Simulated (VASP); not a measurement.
# SnO2 (P2_12_12) in VASP: a series of runs, part 2 of 2

VASP 6.6.1. The steps go on from the part before.

**3. Single point, LDA (atoms displaced along a vibrational mode)**

Contents of INCAR:

```
ALGO = Normal ; EDIFF = 1E-6
ENCUT = 520 ; ISIF = 2
ISMEAR = 0 ; LASPH = T
LCHARG = F ; LREAL = F
LWAVE = F ; NBANDS = 35
NELM = 80 ; PREC = Accurate
SIGMA = 0.05
```

Contents of KPOINTS:

```
k-points
0
Gamma
  6 6 8
```

Contents of POSCAR:

```
SnO2
1.0
    4.7207174017      0.0000000000      0.0000000000
    0.0000000000      4.7207174017      0.0000000000
    0.0000000000      0.0000000000      3.1887553105
Sn O
2 4
Direct
    0.0000000000      0.0000000000     -0.0395138503
    0.5000000000      0.5000000000      0.5395138503
    0.2702772619      0.3419358373      0.0229898081
    0.2297227381      0.8419358373      0.4770101919
    0.7297227381      0.6580641627      0.0229898081
    0.7702772619      0.1580641627      0.4770101919
```

Potentials or basis: VASP PAW LDA potentials, release 64 (Sn_d, O).

On the command line:

```sh
$ cat potpaw_LDA.64/Sn_d/POTCAR potpaw_LDA.64/O/POTCAR > POTCAR
$ mpirun -np 1 vasp_std > vasp.out
```

OUTCAR:

```text
EDIFF = 1E-6
   ENCUT = 520
   ISIF = 2
   ISMEAR = 0
   LASPH = T
   LREAL = F
   NELM = 80
   PREC = Accurate

 ion  position               nearest neighbor table
   1  0.000  0.000  0.960-   4 2.03   6 2.03   5 2.07   3 2.07   4 2.11   6 2.11   2 3.60   2 3.60
                             2 3.60   2 3.60
   2  0.500  0.500  0.540-   3 2.03   5 2.03   4 2.07   6 2.07   3 2.11   5 2.11   1 3.60   1 3.60
                             1 3.60   1 3.60
   3  0.270  0.342  0.023-   2 2.03   1 2.07   2 2.11
   4  0.230  0.842  0.477-   1 2.03   2 2.07   1 2.11
   5  0.730  0.658  0.023-   2 2.03   1 2.07   2 2.11
   6  0.770  0.158  0.477-   1 2.03   2 2.07   1 2.11

  LATTYP: Found a simple tetragonal cell.
 ALAT       =     4.7207174017
 C/A-ratio  =     0.6754810846

  Lattice vectors:

 A1 = (   4.7207174017,   0.0000000000,   0.0000000000)
 A2 = (   0.0000000000,   4.7207174017,   0.0000000000)
 A3 = (   0.0000000000,   0.0000000000,   3.1887553105)

Analysis of symmetry for initial positions (statically):
=====================================================================
 Subroutine PRICEL returns:
 Original cell was already a primitive cell.

 Routine SETGRP: Setting up the symmetry group for a
 simple tetragonal supercell.

 Subroutine GETGRP returns: Found  4 space group operations
 (whereof  2 operations were pure point group operations)
 out of a pool of 16 trial point group operations.

The static configuration has the point symmetry C_2 .
 The point group associated with its full space group is D_2 .

Analysis of symmetry for dynamics (positions and initial velocities):
=====================================================================
 Subroutine PRICEL returns:
 Original cell was already a primitive cell.

 Routine SETGRP: Setting up the symmetry group for a
 simple tetragonal supercell.

 Subroutine GETGRP returns: Found  4 space group operations
 (whereof  2 operations were pure point group operations)
 out of a pool of 16 trial point group operations.

The dynamic configuration has the point symmetry C_2 .
 The point group associated with its full space group is D_2 .

 Subroutine INISYM returns: Found  4 space group operations
 (whereof  2 operations are pure point group operations),
 and found     1 'primitive' translations

----------------------------------------------------------------------------------------

                                     Primitive cell

  volume of cell :      71.0620

  direct lattice vectors                    reciprocal lattice vectors
     4.720717402  0.000000000  0.000000000     0.211832210  0.000000000  0.000000000
     0.000000000  4.720717402  0.000000000     0.000000000  0.211832210  0.000000000
     0.000000000  0.000000000  3.188755310     0.000000000  0.000000000  0.313601987

  length of vectors
     4.720717402  4.720717402  3.188755310     0.211832210  0.211832210  0.313601987

  position of ions in fractional coordinates (direct lattice)
     0.000000000  0.000000000  0.960486150
     0.500000000  0.500000000  0.539513850
     0.270277262  0.341935837  0.022989808
     0.229722738  0.841935837  0.477010192
     0.729722738  0.658064163  0.022989808
     0.770277262  0.158064163  0.477010192

  ion indices of the primitive-cell ions
   primitive index   ion index
                 1           1
                 2           2
                 3           3
                 4           4
                 5           5
                 6           6

----------------------------------------------------------------------------------------

 KPOINTS: k-points

Automatic generation of k-mesh.
 Grid dimensions read from file:
 generate k-points for:    6    6    8

 Generating k-lattice:

  Cartesian coordinates                     Fractional coordinates (reciprocal lattice)
     0.035305368  0.000000000  0.000000000     0.166666667  0.000000000  0.000000000
     0.000000000  0.035305368  0.000000000     0.000000000  0.166666667  0.000000000
[... 42 lines left out ...]
   NELM   =     80;   NELMIN=  2; NELMDL= -5     # of ELM steps
   EDIFF  = 0.1E-05   stopping-criterion for ELM
   LREAL  =      F    real-space projection
[... 7 lines left out ...]
   TEBEG  =    0.0;   TEEND  =   0.0 temperature during run
   PSTRESS=    0.0 pullay stress
   NELECT =      52.0000    total number of electrons
   NUPDOWN=      -1.0000    fix difference up-down
   EMIN   =  10.00;   EMAX   =-10.00  energy-range for DOS
   EFERMI =   0.00;   METHOD = LEGACY
   ISMEAR =     0;   SIGMA  =   0.05  broadening in eV -4-tet -1-fermi 0-gaus
   EFERMI_NEDOS =   21; number of points for ismear=-14 and -15
   IALGO  =     38    algorithm
   IMIX   =      4    mixing-type and parameters
     AMIX     =   0.40;   BMIX     =  1.00
     AMIX_MAG =   1.60;   BMIX_MAG =  1.00
  volume/ion in A,a.u.               =      11.84        79.92
  Fermi-wavevector in a.u.,A,eV,Ry     =   1.475243  2.787805 29.610927  2.176342
  Thomas-Fermi vector in A             =   2.589916
   LORBIT       =      0    0 simple, 1 ext, 2 COOP (PROOUT), +10 PAW based schemes
   GGA     = CA    functional components
   LHFCALC =     F    Hartree Fock is set to
   AEXX    =    0.0000 exact exchange contribution
   IVDW    =     0    specifies the selected vdW correction
   LEPSILON=     F    determine dielectric tensor
   LRPA    =     F    only Hartree local field effects (RPA)
 non-spin polarized calculation
 Gauss-broadening in eV      SIGMA  =   0.05
  energy-cutoff  :      520.00
  volume of cell :       71.06
 maximum number of plane-waves:      1934
   NGX = 17   NGY = 17   NGZ = 11

 number of electron      51.9999985 magnetization

 Free energy of the ion-electron system (eV)
  ---------------------------------------------------
  ext. energy  EPLUGINS =         0.00000000
  ---------------------------------------------------
  free energy    TOTEN  =       -42.02738809 eV

  energy without entropy =      -42.02738809  energy(sigma->0) =      -42.02738809

 E-fermi :   5.9990     XC(G=0): -11.8662

 val. band max:        5.7229631623   @ k =   0.1667   0.0000   0.0000
 cond. band min:       7.1060911926   @ k =   0.0000   0.0000   0.0000
 fundamental gap:      1.3831280303
 Fermi energy:         5.9990154954

 k-point     1 :       0.0000    0.0000    0.0000
  band No.  band energies     occupation
      1     -15.0029      2.00000
      2     -14.2851      2.00000
      3     -14.0379      2.00000
      4     -14.0300      2.00000
      5     -14.0169      2.00000
      6     -13.9114      2.00000
[... 27 lines left out ...]
     34      17.8956      0.00000
     35      18.1059      0.00000
[... 843 lines left out ...]
      5     -14.0018      2.00000
      6     -13.9244      2.00000
[... 27 lines left out ...]
     34      17.8117      0.00000
     35      18.2638      0.00000

 [... further k-points ...]
[... 5 lines left out ...]
  --------------------------------------------------------------------------------------
  -------------------------------------------------------------------------------------
  Total       -0.9581911     -0.1280272     -0.7049071      0.0000000      0.0000000      0.0000000
  in kB      -21.6035700     -2.8865263    -15.8929771      0.0000000      0.0000000      0.0000000
  external PRESSURE =     -13.4610245 kB  Pullay stress =       0.0000000 kB

 VOLUME and BASIS-vectors are now :
 -----------------------------------------------------------------------------
  energy-cutoff  :      520.00
  volume of cell :       71.06
      direct lattice vectors                 reciprocal lattice vectors
     4.720717402  0.000000000  0.000000000     0.211832210  0.000000000  0.000000000
     0.000000000  4.720717402  0.000000000     0.000000000  0.211832210  0.000000000
     0.000000000  0.000000000  3.188755310     0.000000000  0.000000000  0.313601987

 POSITION                                       TOTAL-FORCE (eV/Angst)
 -----------------------------------------------------------------------------------
      0.00000      0.00000      3.06276         0.000000      0.000000      1.158244
      2.36036      2.36036      1.72038         0.000000      0.000000     -1.158244
      1.27590      1.61418      0.07331         0.148122     -0.193823     -0.102286
      1.08446      3.97454      1.52107        -0.148122     -0.193823      0.102286
      3.44481      3.10653      0.07331        -0.148122      0.193823     -0.102286
      3.63626      0.74618      1.52107         0.148122      0.193823      0.102286
 -----------------------------------------------------------------------------------
    total drift:                               -0.000000      0.000000     -0.000000

  FREE ENERGIE OF THE ION-ELECTRON SYSTEM (eV)
  ---------------------------------------------------
  free  energy   TOTEN  =       -42.0273880905 eV

  energy  without entropy=      -42.0273880905  energy(sigma->0) =      -42.02738809
```

OSZICAR:

```text
N       E                     dE             d eps       ncg     rms          rms(c)
DAV:   1     0.637993907340E+03    0.63799E+03   -0.25388E+04  6159   0.235E+03
DAV:   2     0.544763253182E+02   -0.58352E+03   -0.54920E+03  6048   0.620E+02
DAV:   3    -0.430273377774E+02   -0.97504E+02   -0.95912E+02  6120   0.210E+02
DAV:   4    -0.480322450286E+02   -0.50049E+01   -0.49683E+01  7128   0.515E+01
DAV:   5    -0.481626137332E+02   -0.13037E+00   -0.13020E+00  6856   0.879E+00    0.156E+01
DAV:   6    -0.421043602629E+02    0.60583E+01   -0.16890E+01  9084   0.655E+01    0.635E+00
DAV:   7    -0.421236899634E+02   -0.19330E-01   -0.19629E+00  6309   0.801E+00    0.315E+00
DAV:   8    -0.420422551326E+02    0.81435E-01   -0.22606E-01  8624   0.417E+00    0.729E-01
DAV:   9    -0.420272505938E+02    0.15005E-01   -0.33286E-02  9232   0.298E+00    0.128E-01
DAV:  10    -0.420273829156E+02   -0.13232E-03   -0.35733E-03  7943   0.525E-01    0.550E-02
DAV:  11    -0.420273880353E+02   -0.51197E-05   -0.17783E-04  9045   0.169E-01    0.228E-02
DAV:  12    -0.420273905226E+02   -0.24873E-05   -0.16743E-05  6413   0.288E-02    0.152E-02
DAV:  13    -0.420273880391E+02    0.24835E-05   -0.10182E-05  7252   0.435E-02    0.115E-03
DAV:  14    -0.420273880905E+02   -0.51386E-07   -0.88537E-07  3485   0.860E-03
   1 F= -.42027388E+02 E0= -.42027388E+02  d E =-.196909E-16
```

stdout:

```text
POSCAR found type information on POSCAR SnO
 POSCAR found :  2 types and       6 ions
 scaLAPACK will be used
 LDA part: xc-table for (Slater(with rela. corr.)+CA(PZ))
 , standard interpolation
 POSCAR, INCAR and KPOINTS ok, starting setup
 FFT: planning ... GRIDC
 FFT: planning ... GRID_SOFT
 FFT: planning ... GRID
 WAVECAR not read
 entering main loop
```

Run time: 3.7 min. Hardware: 1 thread of Intel Xeon 8259CL, shared host; peak memory 0.26 GiB.

What came out:

```yaml
Free_energy: -42.0274 eV
Pressure: -1.3 GPa
Largest_force: 1.158 eV/Å
Band_gap_on_the_k_mesh: 1.38 eV (least direct gap 1.44 eV)
```

Forces on the atoms (eV/Å):
```
Sn   0.000  0.000  1.158
Sn   0.000  0.000 -1.158
O    0.148 -0.194 -0.102
O   -0.148 -0.194  0.102
O   -0.148  0.194 -0.102
O    0.148  0.194  0.102
```

Levels at points of the mesh, in eV from the valence-band top:
```tsv
k point	band 24	band 25	band 26	band 27	band 28	band 29
(0.00, 0.00, 0.00)	-0.46	-0.28	-0.06	1.38	6.00	6.29
(0.50, 0.00, 0.00)	-0.96	-0.10	-0.10	4.12	4.12	6.46
(0.00, 0.50, 0.00)	-0.95	-0.49	-0.49	4.54	4.54	7.58
(0.50, 0.50, 0.00)	-1.10	-0.53	-0.53	4.84	4.84	7.30
(0.00, 0.00, 0.50)	-1.24	-0.77	-0.77	5.71	6.28	9.33
(0.50, 0.00, 0.50)	-0.77	-0.62	-0.62	6.33	6.33	8.17
(0.00, 0.50, 0.50)	-1.00	-0.34	-0.34	6.10	6.10	7.64
(0.50, 0.50, 0.50)	-0.78	-0.44	-0.44	4.83	4.83	8.71
```

Caveat: the cell differs from its parent crystal (atoms displaced along a vibrational mode); spin-orbit coupling is left out, which moves the levels of the heavy elements; forces of over 1 eV/Å act on the atoms, so gaps and moduli don't describe the material at rest. A k mesh can miss the band edges.

**4. Single point, LDA (atoms displaced along a vibrational mode)**

Contents of INCAR:

```
ALGO     = Normal         # electronic algorithm
EDIFF    = 1E-7           # SCF threshold, eV
ENCUT    = 520            # plane-wave cutoff, eV
GGA      = CA             # functional
ISIF     = 2              # what is computed and relaxed
ISMEAR   = 0              # smearing method
LASPH    = T              # aspherical terms in the spheres
LCHARG   = T              # write CHGCAR
LELF     = T              # ELF
LREAL    = F              # projectors in reciprocal space
LVHAR    = T            
LWAVE    = F              # write WAVECAR
NBANDS   = 35             # bands
NELM     = 100            # most SCF steps
PREC     = Accurate       # precision mode
SIGMA    = 0.05           # smearing width, eV
```

KPOINTS is that of step 3.

Contents of POSCAR:

```
SnO2
1.0
    4.7207174017      0.0000000000      0.0000000000
    0.0000000000      4.7207174017      0.0000000000
    0.0000000000      0.0000000000      3.1887553105
Sn O
2 4
Direct
    0.0000000000      0.0000000000     -0.0263425669
    0.5000000000      0.5000000000      0.5263425669
    0.2523626180      0.3598504812      0.0153265387
    0.2476373820      0.8598504812      0.4846734613
    0.7476373820      0.6401495188      0.0153265387
    0.7523626180      0.1401495188      0.4846734613
```

On the command line:

```sh
$ cat potpaw_LDA.64/Sn_d/POTCAR potpaw_LDA.64/O/POTCAR > POTCAR
$ mpirun -np 1 vasp_std > vasp.out
```

Run time: 3.8 min. Hardware: 1 thread of Intel Xeon 8259CL, shared host; peak memory 0.26 GiB.

The run converged. Its results:

| Property | Result |
| --- | --- |
| Free energy | -41.9248 eV |
| Pressure | -4.4 GPa |
| Largest force | 0.707 eV/Å |
| Band gap on the k mesh | 1.35 eV (least direct gap 1.46 eV) |

Forces on the atoms (eV/Å):
```
Sn   0.000  0.000  0.707
Sn   0.000  0.000 -0.707
O    0.596 -0.240 -0.096
O   -0.596 -0.240  0.096
O   -0.596  0.240 -0.096
O    0.596  0.240  0.096
```

Stress tensor (GPa, compression positive):
```
-5.40  0.00  0.00
 0.00 -2.94  0.00
 0.00  0.00 -4.83
```

Levels at points of the mesh, in eV from the valence-band top:
| k point | band 22 | band 23 | band 24 | band 25 | band 26 | band 27 | band 28 | band 29 | band 30 | band 31 |
| --- | --- | --- | --- | --- | --- | --- | --- | --- | --- | --- |
| (0.00, 0.00, 0.00) | -1.09 | -0.77 | -0.36 | -0.32 | -0.11 | 1.35 | 5.76 | 6.35 | 6.59 | 10.26 |
| (0.50, 0.00, 0.00) | -1.37 | -0.93 | -0.93 | 0.00 | 0.00 | 3.84 | 3.84 | 6.26 | 6.26 | 10.69 |
| (0.00, 0.50, 0.00) | -2.00 | -0.90 | -0.90 | -0.43 | -0.43 | 4.46 | 4.46 | 7.75 | 7.75 | 10.20 |
| (0.50, 0.50, 0.00) | -2.02 | -1.11 | -1.11 | -0.37 | -0.37 | 4.77 | 4.77 | 7.10 | 7.10 | 10.67 |
| (0.00, 0.00, 0.50) | -2.55 | -1.69 | -1.37 | -0.49 | -0.48 | 5.50 | 5.87 | 9.11 | 9.48 | 9.92 |
| (0.50, 0.00, 0.50) | -1.90 | -0.91 | -0.91 | -0.54 | -0.54 | 6.08 | 6.08 | 8.08 | 8.08 | 10.16 |
| (0.00, 0.50, 0.50) | -1.23 | -0.91 | -0.91 | -0.21 | -0.21 | 5.73 | 5.73 | 7.32 | 7.32 | 10.98 |
| (0.50, 0.50, 0.50) | -2.19 | -0.88 | -0.88 | -0.29 | -0.29 | 4.66 | 4.66 | 8.78 | 8.78 | 10.50 |

Caveat: the cell differs from its parent crystal (atoms displaced along a vibrational mode); the cell stands under tension; spin-orbit coupling is left out, which moves the levels of the heavy elements.

**5. Single point, LDA (atoms displaced along a vibrational mode)**

Contents of INCAR:

```
PREC = Accurate
ENCUT = 520
EDIFF = 1E-6
ISMEAR = 0
SIGMA = 0.05
LREAL = F
LASPH = T
NELM = 60
ALGO = Normal
ISIF = 2
LWAVE = F
LCHARG = T
LELF = T
LVHAR = T
NBANDS = 35
```

Contents of KPOINTS:

```
regular mesh
0
Gamma
  6 6 8
```

Contents of POSCAR:

```
SnO2
1.0
    4.7207174017      0.0000000000      0.0000000000
    0.0000000000      4.7207174017      0.0000000000
    0.0000000000      0.0000000000      3.1887553105
Sn O
2 4
Direct
    0.0000000000      0.0000000000     -0.0526851337
    0.5000000000      0.5000000000      0.5526851337
    0.2702772619      0.3419358373      0.0306530775
    0.2297227381      0.8419358373      0.4693469225
    0.7297227381      0.6580641627      0.0306530775
    0.7702772619      0.1580641627      0.4693469225
```

On the command line:

```sh
$ cat potpaw_LDA.64/Sn_d/POTCAR potpaw_LDA.64/O/POTCAR > POTCAR
$ mpirun -np 1 vasp_std > vasp.out
```

Wall time 3.3 min (1 thread of Intel Xeon 8259CL, shared host); peak memory 0.26 GiB.

It converged, with:

```yaml
Free_energy: -41.9017 eV
Pressure: -1.2 GPa
Largest_force: 1.557 eV/Å
Band_gap_on_the_k_mesh: 1.32 eV (least direct gap 1.39 eV)
```

Forces on the atoms (eV/Å):
```
Sn   0.000  0.000  1.557
Sn   0.000  0.000 -1.557
O    0.060 -0.270 -0.138
O   -0.060 -0.270  0.138
O   -0.060  0.270 -0.138
O    0.060  0.270  0.138
```

Stress tensor (GPa, compression positive):
```
-1.66  0.00  0.00
 0.00 -0.16  0.00
 0.00  0.00 -1.78
```

Levels at points of the mesh, in eV from the valence-band top:
| k point | band 22 | band 23 | band 24 | band 25 | band 26 | band 27 | band 28 | band 29 | band 30 | band 31 |
| --- | --- | --- | --- | --- | --- | --- | --- | --- | --- | --- |
| (0.00, 0.00, 0.00) | -1.17 | -0.95 | -0.45 | -0.25 | -0.07 | 1.32 | 5.97 | 6.24 | 6.45 | 10.22 |
| (0.50, 0.00, 0.00) | -1.52 | -0.98 | -0.98 | -0.10 | -0.10 | 4.05 | 4.05 | 6.41 | 6.41 | 10.78 |
| (0.00, 0.50, 0.00) | -1.97 | -0.97 | -0.97 | -0.50 | -0.50 | 4.45 | 4.45 | 7.53 | 7.53 | 10.43 |
| (0.50, 0.50, 0.00) | -1.89 | -1.12 | -1.12 | -0.54 | -0.54 | 4.77 | 4.77 | 7.22 | 7.22 | 10.83 |
| (0.00, 0.00, 0.50) | -2.39 | -1.84 | -1.17 | -0.79 | -0.78 | 5.55 | 6.30 | 9.24 | 9.79 | 9.92 |
| (0.50, 0.00, 0.50) | -1.86 | -0.82 | -0.82 | -0.60 | -0.60 | 6.25 | 6.25 | 8.11 | 8.11 | 10.32 |
| (0.00, 0.50, 0.50) | -1.25 | -0.99 | -0.99 | -0.37 | -0.37 | 6.01 | 6.01 | 7.57 | 7.57 | 10.92 |
| (0.50, 0.50, 0.50) | -2.27 | -0.79 | -0.79 | -0.46 | -0.46 | 4.80 | 4.80 | 8.55 | 8.55 | 10.84 |

Caveat: the cell differs from its parent crystal (atoms displaced along a vibrational mode); spin-orbit coupling is left out, which moves the levels of the heavy elements; forces of over 1 eV/Å act on the atoms, so gaps and moduli don't describe the material at rest. A k mesh can miss the band edges.

**6. The runs side by side**

```csv
cell,gap on the mesh (eV),pressure (GPa),largest force (eV/Å)
"as given, atomic positions A",0.98,-7.2,1.30
"as given, atomic positions B",1.38,-1.3,1.16
"as given, atomic positions C",1.35,-4.4,0.71
"as given, atomic positions D",1.32,-1.2,1.56
```

Alike in all rows: task single point; level LDA; potentials or basis VASP PAW LDA potentials, release 64 (Sn_d, O); no spin polarisation; k mesh 6 × 6 × 8; cutoff (eV) 520; smearing gaussian 0.05 eV.

Caveats: spin-orbit coupling is left out, which moves the levels of the heavy elements; forces of over 1 eV/Å act on the atoms, so gaps and moduli don't describe the material at rest (at least some runs); the cell stands under tension (at least some runs).

Absolute energies hang on the potentials; compare differences alone.
